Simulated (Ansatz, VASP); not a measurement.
## MgSe in VASP and in Ansatz

```
Mg Se
1.0
     0.00000    2.72464    2.72464
     2.72464    0.00000    2.72464
     2.72464    2.72464    0.00000
Mg Se
1 1
Direct
  0.00000 0.00000 0.00000
  0.50000 0.50000 0.50000
```

Alike in both runs: functional PBEsol; k mesh 8 × 8 × 8; occupations gaussian, width 0.02 eV; no spin polarisation.

Ansatz relaxed the structure, and its values are those at the end. VASP's run is a single point on that final structure, the one shown.

```csv
,VASP,Ansatz
version,VASP 6.6.1,Ansatz 0.2.0
potentials or method,"VASP PAW PBE potentials, release 64 (Mg, Se), cutoff 600 eV","scalar-relativistic, plane waves, PAW"
valence electrons in the cell,8,26
```

|  | VASP | Ansatz | Ansatz less VASP |
| --- | --- | --- | --- |
| gap on the k mesh at the Fermi level (eV) | 1.76 | 1.78 | +0.014 |
| least direct gap on the mesh (eV) | 2.51 | 2.51 | 0.000 |
| pressure (GPa) | 0.0 | 0.0 | +0.04 |

VASP's potentials were made for PBE, not for PBEsol, and Ansatz warns of the same on its side. The functional is the same, so the differences come from potentials, cutoffs and numerics. VASP's potentials hold 8 valence electrons a cell and Ansatz's 26, so a difference there can come from the potentials and not from the codes.
